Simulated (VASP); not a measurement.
Set up this calculation in VASP 6.6.1, as the native input.

| Item | Value |
| --- | --- |
| Task | relaxation of cell and atoms |
| Functional | LDA |
| Potentials or basis | VASP PAW LDA potentials, release 64 (Ir, Rh_pv) |
| Cutoff | 600 eV |
| k mesh | 5 × 5 × 5 |
| Occupations | methfessel-paxton, width 0.1 eV |
| Spin | no spin polarisation |
| Dipole correction | no |
| Further INCAR settings | ALGO = Normal; EDIFF = 1e-06; IBRION = 2; EDIFFG = -0.02; NSW = 80; ISIF = 3 |

The structure of IrRh3 lies in POSCAR:

```
IrRh3
1.0
    3.8170600000      0.0000000000      0.0000000000
    0.0000000000      3.8170600000      0.0000000000
    0.0000000000      0.0000000000      3.8170600000
Ir Rh
1 3
Direct
    0.0000000000      0.0000000000      0.0000000000
    0.0000000000      0.5000000000      0.5000000000
    0.5000000000      0.0000000000      0.5000000000
    0.5000000000      0.5000000000      0.0000000000
```

The input as run:

INCAR

```
ALGO = Normal
EDIFF = 1E-6
EDIFFG = -0.02
ENCUT = 600
GGA = CA
IBRION = 2
ISIF = 3
ISMEAR = 1
LASPH = T
LCHARG = F
LREAL = F
LWAVE = F
NELM = 100
NSW = 80
PREC = Accurate
SIGMA = 0.1
```

KPOINTS

```
k-points
0
Gamma
  5 5 5
```

Potentials or basis: VASP PAW LDA potentials, release 64 (Ir, Rh_pv).

Command:

```bash
$ cat potpaw_LDA.64/Ir/POTCAR potpaw_LDA.64/Rh_pv/POTCAR > POTCAR
$ mpirun -np 1 vasp_std > vasp.out
```

Results of the run:

```yaml
Relaxed_volume: 13.41 Å³/atom
Relaxed_cell: a = 3.771 Å, b = 3.771 Å, c = 3.771 Å, α = 90.00°, β = 90.00°, γ = 90.00°
Space_group_after_relaxing_to_0.05_Å: Pm-3m (No. 221)
Energy_gained_by_relaxing: 18.3 meV/atom
Ionic_steps: 4
Pressure_after_relaxing: -0.1 GPa
Band_gap_on_the_k_mesh: zero (band 27 reaches 12.84 eV, above the bottom of band 28 at 11.11 eV)
```

Caveat: spin-orbit coupling is left out, which moves the levels of the heavy elements.

Run time: 34 s on 1 thread of Intel(R) Xeon(R) Platinum 8559C (Emerald Rapids), with other jobs on the host, peak memory 0.16 GiB.
